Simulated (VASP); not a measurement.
# GaN (Cc) in VASP: single point with PBE

Aim: the single point of GaN with PBE.

Everything below comes from runs of VASP 6.6.1. Logs are shortened: lines on timing, memory, paths and dates and some standing lists are left out, and cuts for length are marked.

## Step 1: The cell of the first run

Symmetry: Cc, No. 9, monoclinic system. Conventional cell: a = 3.180 Å, b = 5.508 Å, c = 5.166 Å, α = 90.00°, β = 90.00°, γ = 90.00°. Ga (site symmetry 1) has 4 N at 1.80 to 2.10 Å within 2.4 Å. N (site symmetry 1) has 4 Ga at 1.80 to 2.10 Å within 2.4 Å.

## Step 2: Single point, PBE (atoms displaced along a vibrational mode)

INCAR

```
SYSTEM = GaN
  PREC = Accurate
  ENCUT = 520
  EDIFF = 1E-6
  ISMEAR = 0
  SIGMA = 0.05
  LREAL = .False.
  LASPH = .True.
  NELM = 60
  ALGO = Normal
  ISIF = 2
  LWAVE = .False.
  LCHARG = .True.
  GGA = PE
  LELF = .True.
  LVHAR = .True.
  NBANDS = 26
```

KPOINTS

```
regular mesh
0
Gamma
  12 12 6
  0 0 0
```

POSCAR

```
GaN
1.0
    3.1799996605      0.0000000000      0.0000000000
   -1.5899998303      2.7539604900      0.0000000000
    0.0000000000      0.0000000000      5.1660000000
Ga N
2 2
Direct
    0.3428095122      0.6666666667      0.0000000000
    0.6761428455      0.3333333333      0.5000000000
    0.2861635170      0.6666666667      0.3750000000
    0.6194968503      0.3333333333      0.8750000000
```

Potentials or basis: VASP PAW PBE potentials, release 64 (Ga_d, N).

Command:

```sh
$ cat potpaw_PBE.64/Ga_d/POTCAR potpaw_PBE.64/N/POTCAR > POTCAR
$ mpirun -np 1 vasp_std > vasp.out
```

OUTCAR:

```text
SYSTEM = GaN
   PREC = Accurate
   ENCUT = 520
   EDIFF = 1E-6
   ISMEAR = 0
   LREAL = .False.
   LASPH = .True.
   NELM = 60
   ISIF = 2
   GGA = PE

 ion  position               nearest neighbor table
   1  0.343  0.667  0.000-   4 1.80   3 1.95   4 1.95   4 2.10
   2  0.676  0.333  0.500-   3 1.80   4 1.95   3 1.95   3 2.10
   3  0.286  0.667  0.375-   2 1.80   1 1.95   2 1.95   2 2.10
   4  0.619  0.333  0.875-   1 1.80   2 1.95   1 1.95   1 2.10

  LATTYP: Found a hexagonal cell.
 ALAT       =     3.1799996605
 C/A-ratio  =     1.6245284753

  Lattice vectors:

 A1 = (   3.1799996605,   0.0000000000,   0.0000000000)
 A2 = (  -1.5899998303,   2.7539604900,   0.0000000000)
 A3 = (   0.0000000000,   0.0000000000,   5.1660000000)

Analysis of symmetry for initial positions (statically):
=====================================================================
 Subroutine PRICEL returns:
 Original cell was already a primitive cell.

 Routine SETGRP: Setting up the symmetry group for a
 hexagonal supercell.

 Subroutine GETGRP returns: Found  2 space group operations
 (whereof  1 operations were pure point group operations)
 out of a pool of 24 trial point group operations.

The static configuration has the point symmetry C_1 .
 The point group associated with its full space group is C_1h.

Analysis of symmetry for dynamics (positions and initial velocities):
=====================================================================
 Subroutine PRICEL returns:
 Original cell was already a primitive cell.

 Routine SETGRP: Setting up the symmetry group for a
 hexagonal supercell.

 Subroutine GETGRP returns: Found  2 space group operations
 (whereof  1 operations were pure point group operations)
 out of a pool of 24 trial point group operations.

The dynamic configuration has the point symmetry C_1 .
 The point group associated with its full space group is C_1h.

 Subroutine INISYM returns: Found  2 space group operations
 (whereof  1 operations are pure point group operations),
 and found     1 'primitive' translations

----------------------------------------------------------------------------------------

                                     Primitive cell

  volume of cell :      45.2417

  direct lattice vectors                    reciprocal lattice vectors
     3.179999661  0.000000000  0.000000000     0.314465442  0.181556708  0.000000000
    -1.589999830  2.753960490  0.000000000     0.000000000  0.363113416  0.000000000
     0.000000000  0.000000000  5.166000000     0.000000000  0.000000000  0.193573364

  length of vectors
     3.179999661  3.179999661  5.166000000     0.363113416  0.363113416  0.193573364

  position of ions in fractional coordinates (direct lattice)
     0.342809512  0.666666667  0.000000000
     0.676142846  0.333333333  0.500000000
     0.286163517  0.666666667  0.375000000
     0.619496850  0.333333333  0.875000000

  ion indices of the primitive-cell ions
   primitive index   ion index
                 1           1
                 2           2
                 3           3
                 4           4

----------------------------------------------------------------------------------------

 KPOINTS: regular mesh

Automatic generation of k-mesh.
 Grid dimensions read from file:
 generate k-points for:   12   12    6

 Generating k-lattice:

  Cartesian coordinates                     Fractional coordinates (reciprocal lattice)
     0.026205454  0.015129726  0.000000000     0.083333333  0.000000000  0.000000000
     0.000000000  0.030259451  0.000000000     0.000000000  0.083333333  0.000000000
     0.000000000  0.000000000  0.032262227     0.000000000  0.000000000  0.166666667

  Length of vectors
     0.030259451  0.030259451  0.032262227

  Shift w.r.t. Gamma in fractional coordinates (k-lattice)
     0.000000000  0.000000000  0.000000000

 Subroutine IBZKPT returns following result:
 ===========================================

 Found    242 irreducible k-points:

 Following reciprocal coordinates:
            Coordinates               Weight
  0.000000  0.000000  0.000000      1.000000
  0.083333  0.000000  0.000000      4.000000
  0.000000  0.083333  0.000000      2.000000
  0.166667  0.000000  0.000000      4.000000
  0.000000  0.166667  0.000000      2.000000
  0.250000  0.000000  0.000000      4.000000
[... 16 lines left out ...]
 -0.083333  0.416667  0.000000      4.000000
 -0.416667  0.333333  0.000000      4.000000
 [... further k-points ...]
   k-points           NKPTS =    242   k-points in BZ     NKDIM =    242   number of bands    NBANDS=     26
   number of dos      NEDOS =    301   number of ions     NIONS =      4
   total plane-waves  NPLWV =  23040
   dimension x,y,z NGX =    24 NGY =   24 NGZ =   40
   dimension x,y,z NGXF=    48 NGYF=   48 NGZF=   80
   ions per type =               2   2
   NGX,Y,Z   is equivalent  to a cutoff of  12.55, 12.55, 12.87 a.u.
   NGXF,Y,Z  is equivalent  to a cutoff of  25.09, 25.09, 25.74 a.u.
 SYSTEM =  GaN
   PREC   = accura    normal or accurate (medium, high low for compatibility)
   ISTART =      0    job   : 0-new  1-cont  2-samecut
   ICHARG =      2    charge: 1-file 2-atom 10-const
   ISPIN  =      1    spin polarized calculation?
   LNONCOLLINEAR =      F non collinear calculations
   LSORBIT =      F    spin-orbit coupling
   LASPH  =      T    aspherical Exc in radial PAW
   ENCUT  =  520.0 eV  38.22 Ry    6.18 a.u.   5.91  5.91  9.61*2*pi/ulx,y,z
   NELM   =     60;   NELMIN=  2; NELMDL= -5     # of ELM steps
   EDIFF  = 0.1E-05   stopping-criterion for ELM
   LREAL  =      F    real-space projection
   EDIFFG = 0.1E-04   stopping-criterion for IOM
   NSW    =      0    number of steps for IOM
   IBRION =     -1    ionic relax: 0-MD 1-quasi-New 2-CG
   NFREE  =      0    steps in history (QN), initial steepest desc. (CG)
   ISIF   =      2    stress and relaxation
   ISYM   =      2    0-nonsym 1-usesym 2-fastsym
   POTIM  = 0.5000    time-step for ionic-motion
   TEBEG  =    0.0;   TEEND  =   0.0 temperature during run
   PSTRESS=    0.0 pullay stress
   NELECT =      36.0000    total number of electrons
   NUPDOWN=      -1.0000    fix difference up-down
   EMIN   =  10.00;   EMAX   =-10.00  energy-range for DOS
   EFERMI =   0.00;   METHOD = LEGACY
   ISMEAR =     0;   SIGMA  =   0.05  broadening in eV -4-tet -1-fermi 0-gaus
   EFERMI_NEDOS =   21; number of points for ismear=-14 and -15
   IALGO  =     38    algorithm
   IMIX   =      4    mixing-type and parameters
     AMIX     =   0.40;   BMIX     =  1.00
     AMIX_MAG =   1.60;   BMIX_MAG =  1.00
  volume/ion in A,a.u.               =      11.31        76.33
  Fermi-wavevector in a.u.,A,eV,Ry     =   1.517036  2.866783 31.312431  2.301399
  Thomas-Fermi vector in A             =   2.626346
   LORBIT       =      0    0 simple, 1 ext, 2 COOP (PROOUT), +10 PAW based schemes
   GGA     = PE    functional components
   LHFCALC =     F    Hartree Fock is set to
   AEXX    =    0.0000 exact exchange contribution
   IVDW    =     0    specifies the selected vdW correction
   LEPSILON=     F    determine dielectric tensor
   LRPA    =     F    only Hartree local field effects (RPA)
 non-spin polarized calculation
 Gauss-broadening in eV      SIGMA  =   0.05
  energy-cutoff  :      520.00
  volume of cell :       45.24
 maximum number of plane-waves:      1236
   NGX = 11   NGY = 11   NGZ = 19

 number of electron      35.9999999 magnetization

 Free energy of the ion-electron system (eV)
  ---------------------------------------------------
  ext. energy  EPLUGINS =         0.00000000
  ---------------------------------------------------
  free energy    TOTEN  =       -23.86380749 eV

  energy without entropy =      -23.86380749  energy(sigma->0) =      -23.86380749

 E-fermi :   5.8888     XC(G=0): -11.7219

 val. band max:        5.6242782097   @ k =   0.0000   0.0000   0.0000
 cond. band min:       7.4064916482   @ k =   0.0000   0.0000   0.0000
 fundamental gap:      1.7822134385
 Fermi energy:         5.8888411205

 k-point     1 :       0.0000    0.0000    0.0000
  band No.  band energies     occupation
      1     -10.7486      2.00000
      2      -9.7827      2.00000
      3      -8.0900      2.00000
      4      -8.0742      2.00000
      5      -8.0111      2.00000
      6      -8.0041      2.00000
[... 18 lines left out ...]
     25      17.5040      0.00000
     26      17.6187      0.00000

 k-point     2 :       0.0833    0.0000    0.0000
  band No.  band energies     occupation
      1     -10.6809      2.00000
      2      -9.7647      2.00000
      3      -8.0860      2.00000
      4      -8.0605      2.00000
      5      -8.0069      2.00000
      6      -7.9857      2.00000
[... 18 lines left out ...]
     25      17.1494      0.00000
     26      17.6781      0.00000

 k-point     3 :       0.0000    0.0833    0.0000
  band No.  band energies     occupation
      1     -10.6799      2.00000
      2      -9.7619      2.00000
      3      -8.0985      2.00000
      4      -8.0536      2.00000
      5      -8.0091      2.00000
      6      -7.9770      2.00000
[... 18 lines left out ...]
     25      17.1035      0.00000
     26      17.7792      0.00000

 k-point     4 :       0.1667    0.0000    0.0000
  band No.  band energies     occupation
      1     -10.4958      2.00000
      2      -9.7202      2.00000
      3      -8.0663      2.00000
      4      -8.0302      2.00000
      5      -7.9884      2.00000
      6      -7.9427      2.00000
[... 18 lines left out ...]
     25      16.9626      0.00000
     26      17.9282      0.00000
[... 496 lines left out ...]
      1      -9.9100      2.00000
      2      -9.6181      2.00000
      3      -8.0272      2.00000
      4      -7.9848      2.00000
      5      -7.8950      2.00000
      6      -7.8567      2.00000
[... 18 lines left out ...]
     25      17.1398      0.00000
     26      18.9601      0.00000

 k-point    23 :      -0.0833    0.4167    0.0000
  band No.  band energies     occupation
      1      -9.8974      2.00000
      2      -9.5866      2.00000
      3      -8.0405      2.00000
      4      -7.9799      2.00000
      5      -7.8863      2.00000
      6      -7.8810      2.00000
[... 18 lines left out ...]
     25      17.1237      0.00000
     26      19.0510      0.00000

 k-point    24 :      -0.4167    0.3333    0.0000
  band No.  band energies     occupation
      1      -9.9102      2.00000
      2      -9.6276      2.00000
      3      -8.0186      2.00000
      4      -7.9813      2.00000
      5      -7.9000      2.00000
      6      -7.8513      2.00000
[... 18 lines left out ...]
     25      17.1187      0.00000
     26      18.9268      0.00000

 [... further k-points ...]

------------------------ aborting loop because EDIFF is reached ----------------------------------------

  FORCE on cell =-STRESS in cart. coord.  units (eV):
  Direction    XX          YY          ZZ          XY          YZ          ZX
  --------------------------------------------------------------------------------------
  -------------------------------------------------------------------------------------
  Total        3.7877668      2.6297471      2.6170186     -0.0000000      0.0000000     -2.2235743
  in kB      134.1388676     93.1290957     92.6783319     -0.0000000      0.0000000    -78.7450110
  external PRESSURE =     106.6487651 kB  Pullay stress =       0.0000000 kB

 VOLUME and BASIS-vectors are now :
 -----------------------------------------------------------------------------
  energy-cutoff  :      520.00
  volume of cell :       45.24
      direct lattice vectors                 reciprocal lattice vectors
     3.179999661  0.000000000  0.000000000     0.314465442  0.181556708  0.000000000
    -1.589999830  2.753960490  0.000000000     0.000000000  0.363113416  0.000000000
     0.000000000  0.000000000  5.166000000     0.000000000  0.000000000  0.193573364

 POSITION                                       TOTAL-FORCE (eV/Angst)
 -----------------------------------------------------------------------------------
      0.03013      1.83597      0.00000        -2.397434      0.716274      0.390265
      1.62013      0.91799      2.58300        -2.397434     -0.716274      0.390265
     -0.15000      1.83597      1.93725         2.397434      0.755284     -0.390265
      1.44000      0.91799      4.52025         2.397434     -0.755284     -0.390265
 -----------------------------------------------------------------------------------
    total drift:                                0.000780      0.000005     -0.000207

  FREE ENERGIE OF THE ION-ELECTRON SYSTEM (eV)
  ---------------------------------------------------
  free  energy   TOTEN  =       -23.8638074861 eV

  energy  without entropy=      -23.8638074861  energy(sigma->0) =      -23.86380749
```

It took 99 s on 1 thread of Intel Xeon Platinum 8559C (Emerald Rapids), shared host; peak memory 0.34 GiB.

What came out:

- Free energy: -23.8638 eV
- Pressure: 10.7 GPa
- Largest force: 2.544 eV/Å
- Band gap on the k mesh: 1.78 eV

Forces in eV/Å, atoms in the order of the input:
```
Ga  -2.397  0.716  0.390
Ga  -2.397 -0.716  0.390
N    2.397  0.755 -0.390
N    2.397 -0.755 -0.390
```

Caveat: the cell differs from its parent crystal (atoms displaced along a vibrational mode); the cell stands under pressure; forces of over 1 eV/Å act on the atoms, so gaps and moduli don't describe the material at rest.
